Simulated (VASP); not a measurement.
# MgS (P6_3mc) in VASP: notebook

MgS is run at these levels: PBEsol; tasks: single point.

Program: VASP 6.6.1. These are calculated values, not measurements. Logs are shortened: lines on timing, memory, paths and dates and some standing lists are left out, and cuts for length are marked.

### 1 The cell of the first run

The structure is hexagonal, space group P6_3mc (No. 186). Conventional cell: a = 4.088 Å, b = 4.088 Å, c = 6.517 Å, α = 90.00°, β = 90.00°, γ = 120.00°. Mg (site symmetry 3m) has 4 S at 2.48 to 2.50 Å within 3.3 Å. Within 3.3 Å of S (site symmetry 3m) lie 4 Mg at 2.48 to 2.50 Å.

### 2 Single point, PBEsol

The input, INCAR:

```
PREC = Accurate
ENCUT = 520
EDIFF = 1E-6
ISMEAR = 1
SIGMA = 0.01
LREAL = F
LASPH = T
NELM = 60
ALGO = Normal
ISIF = 2
LWAVE = F
LCHARG = T
GGA = PS
LELF = T
LVHAR = T
NBANDS = 16
```

The input, KPOINTS:

```
Automatic mesh
0
Gamma
  5 5 3
```

The input, POSCAR:

```
MgS
1.0
    4.0877131938      0.0000000000      0.0000000000
   -2.0438565969      3.5400701413      0.0000000000
    0.0000000000      0.0000000000      6.5169351016
Mg S
2 2
Direct
    0.6666666667      0.3333333333      0.4957500000
    0.3333333333      0.6666666667      0.9957500000
    0.3333333333      0.6666666667      0.3792400000
    0.6666666667      0.3333333333      0.8792400000
```

Potentials or basis: VASP PAW PBE potentials, release 64 (Mg, S).

The run is started by

```bash
$ cat potpaw_PBE.64/Mg/POTCAR potpaw_PBE.64/S/POTCAR > POTCAR
$ mpirun -np 1 vasp_std > vasp.out
```

OUTCAR:

```text
PREC = Accurate
   ENCUT = 520
   EDIFF = 1E-6
   ISMEAR = 1
   LREAL = F
   LASPH = T
   NELM = 60
   ISIF = 2
   GGA = PS

 ion  position               nearest neighbor table
   1  0.667  0.333  0.496-   3 2.48   3 2.48   3 2.48   4 2.50
   2  0.333  0.667  0.996-   4 2.48   4 2.48   4 2.48   3 2.50
   3  0.333  0.667  0.379-   1 2.48   1 2.48   1 2.48   2 2.50
   4  0.667  0.333  0.879-   2 2.48   2 2.48   2 2.48   1 2.50

  LATTYP: Found a hexagonal cell.
 ALAT       =     4.0877131938
 C/A-ratio  =     1.5942740580

  Lattice vectors:

 A1 = (   4.0877131938,   0.0000000000,   0.0000000000)
 A2 = (  -2.0438565969,   3.5400701413,   0.0000000000)
 A3 = (   0.0000000000,   0.0000000000,   6.5169351016)

Analysis of symmetry for initial positions (statically):
=====================================================================
 Subroutine PRICEL returns:
 Original cell was already a primitive cell.

 Routine SETGRP: Setting up the symmetry group for a
 hexagonal supercell.

 Subroutine GETGRP returns: Found 12 space group operations
 (whereof  6 operations were pure point group operations)
 out of a pool of 24 trial point group operations.

The static configuration has the point symmetry C_3v.
 The point group associated with its full space group is C_6v.

Analysis of symmetry for dynamics (positions and initial velocities):
=====================================================================
 Subroutine PRICEL returns:
 Original cell was already a primitive cell.

 Routine SETGRP: Setting up the symmetry group for a
 hexagonal supercell.

 Subroutine GETGRP returns: Found 12 space group operations
 (whereof  6 operations were pure point group operations)
 out of a pool of 24 trial point group operations.

The dynamic configuration has the point symmetry C_3v.
 The point group associated with its full space group is C_6v.

 Subroutine INISYM returns: Found 12 space group operations
 (whereof  6 operations are pure point group operations),
 and found     1 'primitive' translations

----------------------------------------------------------------------------------------

                                     Primitive cell

  volume of cell :      94.3052

  direct lattice vectors                    reciprocal lattice vectors
     4.087713194  0.000000000  0.000000000     0.244635558  0.141240139  0.000000000
    -2.043856597  3.540070141  0.000000000     0.000000000  0.282480279  0.000000000
     0.000000000  0.000000000  6.516935102     0.000000000  0.000000000  0.153446365

  length of vectors
     4.087713194  4.087718972  6.516935102     0.282480678  0.282480279  0.153446365

  position of ions in fractional coordinates (direct lattice)
     0.666666667  0.333333333  0.495750000
     0.333333333  0.666666667  0.995750000
     0.333333333  0.666666667  0.379240000
     0.666666667  0.333333333  0.879240000

  ion indices of the primitive-cell ions
   primitive index   ion index
                 1           1
                 2           2
                 3           3
                 4           4

----------------------------------------------------------------------------------------

 KPOINTS: Automatic mesh

Automatic generation of k-mesh.
 Grid dimensions read from file:
 generate k-points for:    5    5    3

 Generating k-lattice:

  Cartesian coordinates                     Fractional coordinates (reciprocal lattice)
     0.048927112  0.028248028  0.000000000     0.200000000  0.000000000  0.000000000
     0.000000000  0.056496056  0.000000000     0.000000000  0.200000000  0.000000000
     0.000000000  0.000000000  0.051148788     0.000000000  0.000000000  0.333333333

  Length of vectors
     0.056496136  0.056496056  0.051148788

  Shift w.r.t. Gamma in fractional coordinates (k-lattice)
     0.000000000  0.000000000  0.000000000

 Subroutine IBZKPT returns following result:
 ===========================================

 Found     10 irreducible k-points:

 Following reciprocal coordinates:
            Coordinates               Weight
  0.000000  0.000000  0.000000      1.000000
  0.200000 -0.000000  0.000000      6.000000
  0.400000  0.000000  0.000000      6.000000
  0.200000  0.200000  0.000000      6.000000
  0.400000  0.200000  0.000000      6.000000
  0.000000  0.000000  0.333333      2.000000
  0.200000 -0.000000  0.333333     12.000000
  0.400000  0.000000  0.333333     12.000000
  0.200000  0.200000  0.333333     12.000000
  0.400000  0.200000  0.333333     12.000000
   k-points           NKPTS =     10   k-points in BZ     NKDIM =     10   number of bands    NBANDS=     16
   number of dos      NEDOS =    301   number of ions     NIONS =      4
   total plane-waves  NPLWV =  43200
   dimension x,y,z NGX =    30 NGY =   30 NGZ =   48
   dimension x,y,z NGXF=    60 NGYF=   60 NGZF=   96
   ions per type =               2   2
   NGX,Y,Z   is equivalent  to a cutoff of  12.20, 12.20, 12.24 a.u.
   NGXF,Y,Z  is equivalent  to a cutoff of  24.40, 24.40, 24.49 a.u.
 SYSTEM =  unknown system
   PREC   = accura    normal or accurate (medium, high low for compatibility)
   ISTART =      0    job   : 0-new  1-cont  2-samecut
   ICHARG =      2    charge: 1-file 2-atom 10-const
   ISPIN  =      1    spin polarized calculation?
   LNONCOLLINEAR =      F non collinear calculations
   LSORBIT =      F    spin-orbit coupling
   LASPH  =      T    aspherical Exc in radial PAW
   ENCUT  =  520.0 eV  38.22 Ry    6.18 a.u.   7.60  7.60 12.12*2*pi/ulx,y,z
   NELM   =     60;   NELMIN=  2; NELMDL= -5     # of ELM steps
   EDIFF  = 0.1E-05   stopping-criterion for ELM
   LREAL  =      F    real-space projection
   EDIFFG = 0.1E-04   stopping-criterion for IOM
   NSW    =      0    number of steps for IOM
   IBRION =     -1    ionic relax: 0-MD 1-quasi-New 2-CG
   NFREE  =      0    steps in history (QN), initial steepest desc. (CG)
   ISIF   =      2    stress and relaxation
   ISYM   =      2    0-nonsym 1-usesym 2-fastsym
   POTIM  = 0.5000    time-step for ionic-motion
   TEBEG  =    0.0;   TEEND  =   0.0 temperature during run
   PSTRESS=    0.0 pullay stress
   NELECT =      16.0000    total number of electrons
   NUPDOWN=      -1.0000    fix difference up-down
   EMIN   =  10.00;   EMAX   =-10.00  energy-range for DOS
   EFERMI =   0.00;   METHOD = LEGACY
   ISMEAR =     1;   SIGMA  =   0.01  broadening in eV -4-tet -1-fermi 0-gaus
   EFERMI_NEDOS =   21; number of points for ismear=-14 and -15
   IALGO  =     38    algorithm
   IMIX   =      4    mixing-type and parameters
     AMIX     =   0.40;   BMIX     =  1.00
     AMIX_MAG =   1.60;   BMIX_MAG =  1.00
  volume/ion in A,a.u.               =      23.58       159.10
  Fermi-wavevector in a.u.,A,eV,Ry     =   0.906295  1.712649 11.175427  0.821371
  Thomas-Fermi vector in A             =   2.029966
   LORBIT       =      0    0 simple, 1 ext, 2 COOP (PROOUT), +10 PAW based schemes
   GGA     = PS    functional components
   LHFCALC =     F    Hartree Fock is set to
   AEXX    =    0.0000 exact exchange contribution
   IVDW    =     0    specifies the selected vdW correction
   LEPSILON=     F    determine dielectric tensor
   LRPA    =     F    only Hartree local field effects (RPA)
 non-spin polarized calculation
 Methfessel and Paxton  Order N= 1 SIGMA  =   0.01
  energy-cutoff  :      520.00
  volume of cell :       94.31
 maximum number of plane-waves:      2563
 NGX is ok and might be reduce to    30
   NGX = 15   NGY = 15   NGZ = 25

 number of electron      15.9999999 magnetization

 Free energy of the ion-electron system (eV)
  ---------------------------------------------------
  ext. energy  EPLUGINS =         0.00000000
  ---------------------------------------------------
  free energy    TOTEN  =       -17.83612023 eV

  energy without entropy =      -17.83612796  energy(sigma->0) =      -17.83612281

 E-fermi :   0.9027     XC(G=0):  -8.4191

 val. band max:        0.8942576852   @ k =   0.0000   0.0000   0.0000
 cond. band min:       3.9769227438   @ k =   0.0000   0.0000   0.0000
 fundamental gap:      3.0826650586
 Fermi energy:         0.9026765072

 k-point     1 :       0.0000    0.0000    0.0000
  band No.  band energies     occupation
      1     -10.3861      2.00000
      2      -9.7047      2.00000
      3      -2.2443      2.00000
      4       0.3303      2.00000
      5       0.3303      2.00000
      6       0.7378      2.00000
[... 8 lines left out ...]
     15       9.2032      0.00000
     16       9.6232      0.00000

 k-point     2 :       0.2000   -0.0000    0.0000
  band No.  band energies     occupation
      1     -10.2107      2.00000
      2      -9.6244      2.00000
      3      -1.9516      2.00000
      4      -0.6560      2.00000
      5      -0.2697      2.00000
      6       0.0652      2.00000
[... 8 lines left out ...]
     15       9.3419      0.00000
     16       9.5057      0.00000

 k-point     3 :       0.4000    0.0000    0.0000
  band No.  band energies     occupation
      1      -9.8508      2.00000
      2      -9.5341      2.00000
      3      -1.8835      2.00000
      4      -1.3668      2.00000
      5      -1.1352      2.00000
      6      -0.2687      2.00000
[... 8 lines left out ...]
     15       9.5931      0.00000
     16      11.3177      0.00000

 k-point     4 :       0.2000    0.2000    0.0000
  band No.  band energies     occupation
      1      -9.9357      2.00000
      2      -9.5402      2.00000
      3      -1.5044      2.00000
      4      -1.3095      2.00000
      5      -1.1463      2.00000
      6      -0.3848      2.00000
[... 8 lines left out ...]
     15       9.4868      0.00000
     16      10.2904      0.00000
[... 58 lines left out ...]
 k-point     8 :       0.4000    0.0000    0.3333
  band No.  band energies     occupation
      1      -9.7724      2.00000
      2      -9.6139      2.00000
      3      -2.0664      2.00000
      4      -1.7965      2.00000
      5      -0.3888      2.00000
      6      -0.1089      2.00000
[... 8 lines left out ...]
     15       9.8892      0.00000
     16      10.8047      0.00000

 k-point     9 :       0.2000    0.2000    0.3333
  band No.  band energies     occupation
      1      -9.8406      2.00000
      2      -9.6429      2.00000
      3      -1.7660      2.00000
      4      -1.5418      2.00000
      5      -0.4296      2.00000
      6      -0.3642      2.00000
[... 8 lines left out ...]
     15       9.0088      0.00000
     16      10.1643      0.00000

 k-point    10 :       0.4000    0.2000    0.3333
  band No.  band energies     occupation
      1      -9.6518      2.00000
      2      -9.5798      2.00000
      3      -1.9884      2.00000
      4      -1.8080      2.00000
      5      -0.9230      2.00000
      6      -0.4611      2.00000
[... 8 lines left out ...]
     15      10.0812      0.00000
     16      10.7630      0.00000

------------------------ aborting loop because EDIFF is reached ----------------------------------------

  FORCE on cell =-STRESS in cart. coord.  units (eV):
  Direction    XX          YY          ZZ          XY          YZ          ZX
  --------------------------------------------------------------------------------------
  -------------------------------------------------------------------------------------
  Total       -1.4091812     -1.4091865     -1.5206199      0.0000000     -0.0000000      0.0000000
  in kB      -23.9409692    -23.9410595    -25.8342325      0.0000000     -0.0000000      0.0000000
  external PRESSURE =     -24.5720871 kB  Pullay stress =       0.0000000 kB

 VOLUME and BASIS-vectors are now :
 -----------------------------------------------------------------------------
  energy-cutoff  :      520.00
  volume of cell :       94.31
      direct lattice vectors                 reciprocal lattice vectors
     4.087713194  0.000000000  0.000000000     0.244635558  0.141240139  0.000000000
    -2.043856597  3.540070141  0.000000000     0.000000000  0.282480279  0.000000000
     0.000000000  0.000000000  6.516935102     0.000000000  0.000000000  0.153446365

 POSITION                                       TOTAL-FORCE (eV/Angst)
 -----------------------------------------------------------------------------------
      2.04386      1.18002      3.23077         0.000000     -0.000000      0.048683
     -0.00000      2.36005      6.48924         0.000000      0.000000      0.048683
     -0.00000      2.36005      2.47148        -0.000000      0.000000     -0.048683
      2.04386      1.18002      5.72995         0.000000      0.000000     -0.048683
 -----------------------------------------------------------------------------------
    total drift:                               -0.000000      0.000000     -0.000095

  FREE ENERGIE OF THE ION-ELECTRON SYSTEM (eV)
  ---------------------------------------------------
  free  energy   TOTEN  =       -17.8361202303 eV

  energy  without entropy=      -17.8361279608  energy(sigma->0) =      -17.83612281
```

It took 9.9 s on 1 thread of AMD EPYC 9R45 (Zen 5), shared host; peak memory 0.16 GiB.

What came out:

```yaml
Free_energy: -17.8361 eV
Pressure: -2.5 GPa
Largest_force: 0.049 eV/Å
Band_gap_on_the_k_mesh: 3.08 eV, direct
```

Forces on the atoms (eV/Å):
```
Mg   0.000  0.000  0.049
Mg   0.000  0.000  0.049
S    0.000  0.000 -0.049
S    0.000  0.000 -0.049
```

Caveat: the PAW data sets were made with another functional, which shifts forces and pressure a little. Expect the measured gap to be larger: semilocal functionals such as PBEsol lack the derivative discontinuity.

### 3 Single point, PBEsol

This run uses another cell than the first one, of 24.03 Å³/atom, 1.019 times its volume.

The input, INCAR:

```
PREC = Accurate ; ENCUT = 520
EDIFF = 1E-6 ; ISMEAR = 1
SIGMA = 0.01 ; LREAL = F
LASPH = T ; NELM = 80
ALGO = Normal ; ISIF = 2
LWAVE = F ; LCHARG = T
GGA = PS ; LELF = T
LVHAR = T ; NBANDS = 16
```

KPOINTS is that of step 2.

The input, POSCAR:

```
MgS
1.0
    4.1137502856      0.0000000000      0.0000000000
   -2.0568751428      3.5626189667      0.0000000000
    0.0000000000      0.0000000000      6.5584453615
Mg S
2 2
Direct
    0.6666666667      0.3333333333      0.4957500000
    0.3333333333      0.6666666667      0.9957500000
    0.3333333333      0.6666666667      0.3792400000
    0.6666666667      0.3333333333      0.8792400000
```

Potentials or basis: VASP PAW PBE potentials, release 64 (Mg, S).

The run is started by

```bash
$ cat potpaw_PBE.64/Mg/POTCAR potpaw_PBE.64/S/POTCAR > POTCAR
$ mpirun -np 1 vasp_std > vasp.out
```

Run time: 11 s. Hardware: 1 thread of AMD EPYC 9R45 (Zen 5), shared host; peak memory 0.18 GiB.

It converged, with:

* Free energy: -17.8036 eV
* Pressure: -3.3 GPa
* Largest force: 0.050 eV/Å
* Band gap on the k mesh: 2.99 eV, direct

Forces on the atoms (eV/Å):
```
Mg   0.000  0.000  0.050
Mg   0.000  0.000  0.050
S    0.000  0.000 -0.050
S    0.000  0.000 -0.050
```

Stress tensor (GPa, compression positive):
```
-3.30  0.00  0.00
 0.00 -3.30  0.00
 0.00  0.00 -3.42
```

Levels at points of the mesh, in eV from the valence-band top:
| k point | band 5 | band 6 | band 7 | band 8 | band 9 | band 10 | band 11 | band 12 |
| --- | --- | --- | --- | --- | --- | --- | --- | --- |
| (0.00, 0.00, 0.00) | -0.55 | -0.15 | -0.15 | 0.00 | 2.99 | 4.37 | 7.27 | 7.27 |

Caveat: the PAW data sets were made with another functional, which shifts forces and pressure a little.
